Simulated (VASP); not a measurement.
# KMgF3 (cubic perovskite) (Pm-3m) in VASP: further runs

Runs on KMgF3 (cubic perovskite). Level: PBEsol. Tasks: single point.

Everything below comes from runs of VASP 6.6.1. Logs are shortened: lines on timing, memory, paths and dates and some standing lists are left out, and cuts for length are marked.

### 1 The cell of the first run

It takes space group Pm-3m (No. 221, cubic). Conventional cell: a = 3.640 Å, b = 3.640 Å, c = 3.640 Å, α = 90.00°, β = 90.00°, γ = 90.00°. K (site symmetry m-3m) has 12 F at 2.57 Å and 8 Mg at 3.15 Å within 3.4 Å. Within 2.4 Å of Mg (site symmetry m-3m) lie 6 F at 1.82 Å. F (site symmetry 4/mmm) has 2 Mg at 1.82 Å within 2.4 Å.

### 2 Single point, PBEsol (volume scaled by 0.75)

The input, INCAR:

```
SYSTEM = KMgF3
PREC = Accurate ; ENCUT = 520
EDIFF = 1E-7 ; ISMEAR = 0
SIGMA = 0.01 ; LREAL = .False.
LASPH = .True. ; NELM = 60
ALGO = Normal ; ISIF = 2
LWAVE = .False. ; LCHARG = .False.
GGA = PS ; NBANDS = 24
```

The input, KPOINTS:

```
Automatic mesh
0
Gamma
  6 6 6
  0 0 0
```

The input, POSCAR:

```
KMgF3
1.0
    3.6396925474      0.0000000000      0.0000000000
    0.0000000000      3.6396925474      0.0000000000
    0.0000000000      0.0000000000      3.6396925474
K Mg F
1 1 3
Direct
    0.5000000000      0.5000000000      0.5000000000
    0.0000000000      0.0000000000      0.0000000000
    0.5000000000      0.0000000000      0.0000000000
    0.0000000000      0.5000000000      0.0000000000
    0.0000000000      0.0000000000      0.5000000000
```

Potentials or basis: VASP PAW PBE potentials, release 64 (K_sv, Mg, F).

On the command line:

```bash
> cat potpaw_PBE.64/K_sv/POTCAR potpaw_PBE.64/Mg/POTCAR potpaw_PBE.64/F/POTCAR > POTCAR
> mpirun -np 1 vasp_std > vasp.out
```

OUTCAR:

```text
SYSTEM = KMgF3
   PREC = Accurate
   ENCUT = 520
   EDIFF = 1E-7
   ISMEAR = 0
   LREAL = .False.
   LASPH = .True.
   NELM = 60
   ISIF = 2
   GGA = PS

 ion  position               nearest neighbor table
   1  0.500  0.500  0.500-   3 2.57   4 2.57   5 2.57   3 2.57   4 2.57   3 2.57   5 2.57   3 2.57
                             4 2.57   5 2.57   4 2.57   5 2.57   2 3.15   2 3.15   2 3.15   2 3.15
   2  0.000  0.000  0.000-   3 1.82   4 1.82   5 1.82   5 1.82   4 1.82   3 1.82   1 3.15   1 3.15
                             1 3.15   1 3.15   1 3.15   1 3.15   1 3.15   1 3.15
   3  0.500  0.000  0.000-   2 1.82   2 1.82   1 2.57   1 2.57   1 2.57   1 2.57
   4  0.000  0.500  0.000-   2 1.82   2 1.82   1 2.57   1 2.57   1 2.57   1 2.57
   5  0.000  0.000  0.500-   2 1.82   2 1.82   1 2.57   1 2.57   1 2.57   1 2.57

  LATTYP: Found a simple cubic cell.
 ALAT       =     3.6396925474

  Lattice vectors:

 A1 = (   3.6396925474,   0.0000000000,   0.0000000000)
 A2 = (   0.0000000000,   3.6396925474,   0.0000000000)
 A3 = (   0.0000000000,   0.0000000000,   3.6396925474)

Analysis of symmetry for initial positions (statically):
=====================================================================
 Subroutine PRICEL returns:
 Original cell was already a primitive cell.

 Routine SETGRP: Setting up the symmetry group for a
 simple cubic supercell.

 Subroutine GETGRP returns: Found 48 space group operations
 (whereof 48 operations were pure point group operations)
 out of a pool of 48 trial point group operations.

The static configuration has the point symmetry O_h .

Analysis of symmetry for dynamics (positions and initial velocities):
=====================================================================
 Subroutine PRICEL returns:
 Original cell was already a primitive cell.

 Routine SETGRP: Setting up the symmetry group for a
 simple cubic supercell.

 Subroutine GETGRP returns: Found 48 space group operations
 (whereof 48 operations were pure point group operations)
 out of a pool of 48 trial point group operations.

The dynamic configuration has the point symmetry O_h .

 Subroutine INISYM returns: Found 48 space group operations
 (whereof 48 operations are pure point group operations),
 and found     1 'primitive' translations

----------------------------------------------------------------------------------------

                                     Primitive cell

  volume of cell :      48.2163

  direct lattice vectors                    reciprocal lattice vectors
     3.639692547  0.000000000  0.000000000     0.274748481  0.000000000  0.000000000
     0.000000000  3.639692547  0.000000000     0.000000000  0.274748481  0.000000000
     0.000000000  0.000000000  3.639692547     0.000000000  0.000000000  0.274748481

  length of vectors
     3.639692547  3.639692547  3.639692547     0.274748481  0.274748481  0.274748481

  position of ions in fractional coordinates (direct lattice)
     0.500000000  0.500000000  0.500000000
     0.000000000  0.000000000  0.000000000
     0.500000000  0.000000000  0.000000000
     0.000000000  0.500000000  0.000000000
     0.000000000  0.000000000  0.500000000

  ion indices of the primitive-cell ions
   primitive index   ion index
                 1           1
                 2           2
                 3           3
                 4           4
                 5           5

----------------------------------------------------------------------------------------

 KPOINTS: Automatic mesh

Automatic generation of k-mesh.
 Grid dimensions read from file:
 generate k-points for:    6    6    6

 Generating k-lattice:

  Cartesian coordinates                     Fractional coordinates (reciprocal lattice)
     0.045791414  0.000000000  0.000000000     0.166666667  0.000000000  0.000000000
     0.000000000  0.045791414  0.000000000     0.000000000  0.166666667  0.000000000
     0.000000000  0.000000000  0.045791414     0.000000000  0.000000000  0.166666667

  Length of vectors
     0.045791414  0.045791414  0.045791414

  Shift w.r.t. Gamma in fractional coordinates (k-lattice)
     0.000000000  0.000000000  0.000000000

 Subroutine IBZKPT returns following result:
 ===========================================

 Found     20 irreducible k-points:

 Following reciprocal coordinates:
            Coordinates               Weight
  0.000000  0.000000  0.000000      1.000000
  0.166667  0.000000  0.000000      6.000000
  0.333333  0.000000  0.000000      6.000000
  0.500000  0.000000  0.000000      3.000000
  0.166667  0.166667  0.000000     12.000000
  0.333333  0.166667  0.000000     24.000000
[... 12 lines left out ...]
  0.500000  0.500000  0.333333      6.000000
  0.500000  0.500000  0.500000      1.000000
   k-points           NKPTS =     20   k-points in BZ     NKDIM =     20   number of bands    NBANDS=     24
   number of dos      NEDOS =    301   number of ions     NIONS =      5
   total plane-waves  NPLWV =  21952
   dimension x,y,z NGX =    28 NGY =   28 NGZ =   28
   dimension x,y,z NGXF=    56 NGYF=   56 NGZF=   56
   ions per type =               1   1   3
   NGX,Y,Z   is equivalent  to a cutoff of  12.79, 12.79, 12.79 a.u.
   NGXF,Y,Z  is equivalent  to a cutoff of  25.58, 25.58, 25.58 a.u.
 SYSTEM =  KMgF3
   PREC   = accura    normal or accurate (medium, high low for compatibility)
   ISTART =      0    job   : 0-new  1-cont  2-samecut
   ICHARG =      2    charge: 1-file 2-atom 10-const
   ISPIN  =      1    spin polarized calculation?
   LNONCOLLINEAR =      F non collinear calculations
   LSORBIT =      F    spin-orbit coupling
   LASPH  =      T    aspherical Exc in radial PAW
   ENCUT  =  520.0 eV  38.22 Ry    6.18 a.u.   6.77  6.77  6.77*2*pi/ulx,y,z
   NELM   =     60;   NELMIN=  2; NELMDL= -5     # of ELM steps
   EDIFF  = 0.1E-06   stopping-criterion for ELM
   LREAL  =      F    real-space projection
   EDIFFG = 0.1E-05   stopping-criterion for IOM
   NSW    =      0    number of steps for IOM
   IBRION =     -1    ionic relax: 0-MD 1-quasi-New 2-CG
   NFREE  =      0    steps in history (QN), initial steepest desc. (CG)
   ISIF   =      2    stress and relaxation
   ISYM   =      2    0-nonsym 1-usesym 2-fastsym
   POTIM  = 0.5000    time-step for ionic-motion
   TEBEG  =    0.0;   TEEND  =   0.0 temperature during run
   PSTRESS=    0.0 pullay stress
   NELECT =      32.0000    total number of electrons
   NUPDOWN=      -1.0000    fix difference up-down
   EMIN   =  10.00;   EMAX   =-10.00  energy-range for DOS
   EFERMI =   0.00;   METHOD = LEGACY
   ISMEAR =     0;   SIGMA  =   0.01  broadening in eV -4-tet -1-fermi 0-gaus
   EFERMI_NEDOS =   21; number of points for ismear=-14 and -15
   IALGO  =     38    algorithm
   IMIX   =      4    mixing-type and parameters
     AMIX     =   0.40;   BMIX     =  1.00
     AMIX_MAG =   1.60;   BMIX_MAG =  1.00
  volume/ion in A,a.u.               =       9.64        65.08
  Fermi-wavevector in a.u.,A,eV,Ry     =   1.427995  2.698520 27.744602  2.039171
  Thomas-Fermi vector in A             =   2.548105
   LORBIT       =      0    0 simple, 1 ext, 2 COOP (PROOUT), +10 PAW based schemes
   GGA     = PS    functional components
   LHFCALC =     F    Hartree Fock is set to
   AEXX    =    0.0000 exact exchange contribution
   IVDW    =     0    specifies the selected vdW correction
   LEPSILON=     F    determine dielectric tensor
   LRPA    =     F    only Hartree local field effects (RPA)
 non-spin polarized calculation
 Gauss-broadening in eV      SIGMA  =   0.01
  energy-cutoff  :      520.00
  volume of cell :       48.22
 maximum number of plane-waves:      1328
 NGX is ok and might be reduce to    28
   NGX = 13   NGY = 13   NGZ = 13

 number of electron      32.0000000 magnetization

 Free energy of the ion-electron system (eV)
  ---------------------------------------------------
  ext. energy  EPLUGINS =         0.00000000
  ---------------------------------------------------
  free energy    TOTEN  =       -23.85008982 eV

  energy without entropy =      -23.85008982  energy(sigma->0) =      -23.85008982

 E-fermi :  -0.0089     XC(G=0): -11.4271

 val. band max:       -0.0613679188   @ k =   0.5000   0.5000   0.5000
 cond. band min:       9.4548548962   @ k =   0.0000   0.0000   0.0000
 fundamental gap:      9.5162228150
 Fermi energy:        -0.0089160661

 k-point     1 :       0.0000    0.0000    0.0000
  band No.  band energies     occupation
      1     -25.2078      2.00000
      2     -20.8553      2.00000
      3     -19.8292      2.00000
      4     -19.8292      2.00000
      5      -8.8021      2.00000
      6      -8.8021      2.00000
[... 16 lines left out ...]
     23      17.3862      0.00000
     24      20.3461      0.00000

 k-point     2 :       0.1667    0.0000    0.0000
  band No.  band energies     occupation
      1     -25.1704      2.00000
      2     -20.8384      2.00000
      3     -19.8964      2.00000
      4     -19.8236      2.00000
      5      -8.7548      2.00000
      6      -8.7548      2.00000
[... 16 lines left out ...]
     23      17.3875      0.00000
     24      19.9389      0.00000

 k-point     3 :       0.3333    0.0000    0.0000
  band No.  band energies     occupation
      1     -25.0928      2.00000
      2     -20.8102      2.00000
      3     -20.0268      2.00000
      4     -19.8121      2.00000
      5      -8.6561      2.00000
      6      -8.6561      2.00000
[... 16 lines left out ...]
     23      16.9614      0.00000
     24      19.0339      0.00000
[... 406 lines left out ...]
 k-point    19 :       0.5000    0.5000    0.3333
  band No.  band energies     occupation
      1     -24.9244      2.00000
      2     -20.1713      2.00000
      3     -20.1526      2.00000
      4     -20.1526      2.00000
      5      -9.2018      2.00000
      6      -9.2018      2.00000
[... 16 lines left out ...]
     23      17.4489      0.00000
     24      17.4489      0.00000

 k-point    20 :       0.5000    0.5000    0.5000
  band No.  band energies     occupation
      1     -24.9121      2.00000
      2     -20.1368      2.00000
      3     -20.1368      2.00000
      4     -20.1368      2.00000
      5      -9.3036      2.00000
      6      -9.3036      2.00000
[... 16 lines left out ...]
     23      17.9280      0.00000
     24      17.9280      0.00000

------------------------ aborting loop because EDIFF is reached ----------------------------------------

  FORCE on cell =-STRESS in cart. coord.  units (eV):
  Direction    XX          YY          ZZ          XY          YZ          ZX
  --------------------------------------------------------------------------------------
  -------------------------------------------------------------------------------------
  Total       11.3759434     11.3759434     11.3759434      0.0000000     -0.0000000      0.0000000
  in kB      378.0105390    378.0105390    378.0105390      0.0000000     -0.0000000      0.0000000
  external PRESSURE =     378.0105390 kB  Pullay stress =       0.0000000 kB

 VOLUME and BASIS-vectors are now :
 -----------------------------------------------------------------------------
  energy-cutoff  :      520.00
  volume of cell :       48.22
      direct lattice vectors                 reciprocal lattice vectors
     3.639692547  0.000000000  0.000000000     0.274748481  0.000000000  0.000000000
     0.000000000  3.639692547  0.000000000     0.000000000  0.274748481  0.000000000
     0.000000000  0.000000000  3.639692547     0.000000000  0.000000000  0.274748481

 POSITION                                       TOTAL-FORCE (eV/Angst)
 -----------------------------------------------------------------------------------
      1.81985      1.81985      1.81985         0.000000      0.000000      0.000000
      0.00000      0.00000      0.00000         0.000000      0.000000      0.000000
      1.81985      0.00000      0.00000         0.000000      0.000000      0.000000
      0.00000      1.81985      0.00000         0.000000      0.000000      0.000000
      0.00000      0.00000      1.81985         0.000000      0.000000      0.000000
 -----------------------------------------------------------------------------------
    total drift:                                0.000000      0.000000     -0.000000

  FREE ENERGIE OF THE ION-ELECTRON SYSTEM (eV)
  ---------------------------------------------------
  free  energy   TOTEN  =       -23.8500898237 eV

  energy  without entropy=      -23.8500898237  energy(sigma->0) =      -23.85008982
```

Run time: 13 s. Hardware: 1 thread of Intel Xeon 6975P-C (Granite Rapids), shared host; peak memory 0.16 GiB.

What came out:

```yaml
Free_energy: -23.8501 eV
Pressure: 37.8 GPa
Band_gap_on_the_k_mesh: 9.52 eV, indirect (least direct gap 9.79 eV)
```

Levels at points of the mesh, in eV from the valence-band top:
```tsv
k point	band 14	band 15	band 16	band 17	band 18	band 19
(0.00, 0.00, 0.00)	-0.28	-0.28	-0.28	9.52	10.17	10.17
(0.50, 0.00, 0.00)	-1.21	-0.71	-0.71	11.68	11.69	13.40
(0.50, 0.50, 0.00)	-1.09	-1.09	-0.04	12.31	12.83	13.99
(0.50, 0.50, 0.50)	0.00	0.00	0.00	11.36	11.36	11.36
```

Caveat: the PAW data sets were made with another functional, which shifts forces and pressure a little.

### 3 Single point, PBEsol (volume scaled by 0.79)

The input, INCAR:

```
SYSTEM = KMgF3
PREC = Accurate
ENCUT = 520
EDIFF = 1E-6
ISMEAR = 0
SIGMA = 0.01
LREAL = .False.
LASPH = .True.
NELM = 100
ALGO = Normal
ISIF = 2
LWAVE = .False.
LCHARG = .False.
GGA = PS
NBANDS = 24
```

KPOINTS is that of step 2.

POSCAR, as its differences from that of step 2:

```diff
@@ -2,5 +2,5 @@
 1.0
-    3.6396925474      0.0000000000      0.0000000000
-    0.0000000000      3.6396925474      0.0000000000
-    0.0000000000      0.0000000000      3.6396925474
+    3.7032807874      0.0000000000      0.0000000000
+    0.0000000000      3.7032807874      0.0000000000
+    0.0000000000      0.0000000000      3.7032807874
 K Mg F
```

Potentials or basis: VASP PAW PBE potentials, release 64 (K_sv, Mg, F).

On the command line:

```bash
> cat potpaw_PBE.64/K_sv/POTCAR potpaw_PBE.64/Mg/POTCAR potpaw_PBE.64/F/POTCAR > POTCAR
> mpirun -np 1 vasp_std > vasp.out
```

Wall time 11 s (1 thread of Intel Xeon 6975P-C (Granite Rapids), shared host); peak memory 0.16 GiB.

Results (log left out):

```yaml
Free_energy: -24.3746 eV
Pressure: 27.1 GPa
Band_gap_on_the_k_mesh: 8.99 eV, indirect (least direct gap 9.29 eV)
```

Levels at points of the mesh, in eV from the valence-band top:
```tsv
k point	band 14	band 15	band 16	band 17	band 18	band 19
(0.00, 0.00, 0.00)	-0.29	-0.29	-0.29	8.99	10.14	10.14
(0.50, 0.00, 0.00)	-1.14	-0.68	-0.68	11.36	11.55	12.75
(0.50, 0.50, 0.00)	-1.07	-1.07	-0.04	12.04	12.60	13.75
(0.50, 0.50, 0.50)	0.00	0.00	0.00	11.16	11.16	11.16
```

Caveat: the PAW data sets were made with another functional, which shifts forces and pressure a little. A k mesh can miss the band edges.

### 4 Single point, PBEsol (volume scaled by 0.84)

The input, INCAR:

```
SYSTEM = KMgF3
PREC = Accurate ; ENCUT = 520
EDIFF = 1E-7 ; ISMEAR = 0
SIGMA = 0.01 ; LREAL = .False.
LASPH = .True. ; NELM = 80
ALGO = Normal ; ISIF = 2
LWAVE = .False. ; LCHARG = .False.
GGA = PS ; NBANDS = 24
```

KPOINTS is that of step 3.

POSCAR, as its differences from that of step 3:

```diff
@@ -2,5 +2,5 @@
 1.0
-    3.7032807874      0.0000000000      0.0000000000
-    0.0000000000      3.7032807874      0.0000000000
-    0.0000000000      0.0000000000      3.7032807874
+    3.7798164170      0.0000000000      0.0000000000
+    0.0000000000      3.7798164170      0.0000000000
+    0.0000000000      0.0000000000      3.7798164170
 K Mg F
```

On the command line:

```bash
> cat potpaw_PBE.64/K_sv/POTCAR potpaw_PBE.64/Mg/POTCAR potpaw_PBE.64/F/POTCAR > POTCAR
> mpirun -np 1 vasp_std > vasp.out
```

Run time: 12 s. Hardware: 1 thread of Intel Xeon 6975P-C (Granite Rapids), shared host; peak memory 0.17 GiB.

Results (log left out):

| Property | Result |
| --- | --- |
| Free energy | -24.8193 eV |
| Pressure | 16.9 GPa |
| Band gap on the k mesh | 8.42 eV, indirect (least direct gap 8.73 eV) |

Levels at points of the mesh, in eV from the valence-band top:
```tsv
k point	band 12	band 13	band 14	band 15	band 16	band 17	band 18	band 19	band 20	band 21
(0.00, 0.00, 0.00)	-0.81	-0.81	-0.31	-0.31	-0.31	8.42	10.10	10.10	12.49	12.49
(0.50, 0.00, 0.00)	-1.17	-1.07	-1.07	-0.64	-0.64	10.97	11.40	12.02	13.24	13.52
(0.50, 0.50, 0.00)	-1.38	-1.29	-1.03	-1.03	-0.03	11.71	12.33	13.46	13.46	14.06
(0.50, 0.50, 0.50)	-1.28	-1.28	0.00	0.00	0.00	10.92	10.92	10.92	14.79	14.79
```

Caveat: the PAW data sets were made with another functional, which shifts forces and pressure a little. A k mesh can miss the band edges.

### 5 Single point, PBEsol (volume scaled by 0.89)

The input, INCAR:

```
  PREC = Accurate
  ENCUT = 520
  EDIFF = 1E-7
  ISMEAR = 0
  SIGMA = 0.01
  LREAL = F
  LASPH = T
  NELM = 80
  ALGO = Normal
  ISIF = 2
  LWAVE = F
  LCHARG = F
  GGA = PS
  NBANDS = 24
```

The input, KPOINTS:

```
regular mesh
0
Gamma
  6 6 6
```

POSCAR, as its differences from that of step 4:

```diff
@@ -2,5 +2,5 @@
 1.0
-    3.7798164170      0.0000000000      0.0000000000
-    0.0000000000      3.7798164170      0.0000000000
-    0.0000000000      0.0000000000      3.7798164170
+    3.8533720875      0.0000000000      0.0000000000
+    0.0000000000      3.8533720875      0.0000000000
+    0.0000000000      0.0000000000      3.8533720875
 K Mg F
```

On the command line:

```bash
> cat potpaw_PBE.64/K_sv/POTCAR potpaw_PBE.64/Mg/POTCAR potpaw_PBE.64/F/POTCAR > POTCAR
> mpirun -np 1 vasp_std > vasp.out
```

Run time: 16 s. Hardware: 1 thread of Intel Xeon 6975P-C (Granite Rapids), shared host; peak memory 0.17 GiB.

It converged, with:

```yaml
Free_energy: -25.0876 eV
Pressure: 9.4 GPa
Band_gap_on_the_k_mesh: 7.92 eV, indirect (least direct gap 8.24 eV)
```

Levels at points of the mesh, in eV from the valence-band top:
```csv
k point,band 12,band 13,band 14,band 15,band 16,band 17,band 18,band 19,band 20,band 21
"(0.00, 0.00, 0.00)",-0.74,-0.74,-0.32,-0.32,-0.32,7.92,10.05,10.05,12.37,12.37
"(0.50, 0.00, 0.00)",-1.06,-0.99,-0.99,-0.60,-0.60,10.60,11.26,11.36,13.08,13.23
"(0.50, 0.50, 0.00)",-1.25,-1.23,-0.99,-0.99,-0.03,11.39,12.07,13.20,13.20,13.45
"(0.50, 0.50, 0.50)",-1.22,-1.22,0.00,0.00,0.00,10.70,10.70,10.70,14.53,14.53
```

Caveat: the PAW data sets were made with another functional, which shifts forces and pressure a little. A k mesh can miss the band edges.

### 6 The runs side by side

| cell | gap on the mesh (eV) | pressure (GPa) |
| --- | --- | --- |
| a = 3.640 Å, 5 atoms | 9.52 | 37.8 |
| a = 3.703 Å, 5 atoms | 8.99 | 27.1 |
| a = 3.780 Å, 5 atoms | 8.42 | 16.9 |
| a = 3.853 Å, 5 atoms | 7.92 | 9.4 |

Alike in all rows: task single point; level PBEsol; potentials or basis VASP PAW PBE potentials, release 64 (K_sv, Mg, F); no spin polarisation; k mesh 6 × 6 × 6; cutoff (eV) 520; smearing gaussian 0.01 eV.

Caveats: the PAW data sets were made with another functional, which shifts forces and pressure a little.

Total energies depend on the potentials used, so only differences within one code and one set of settings carry meaning.
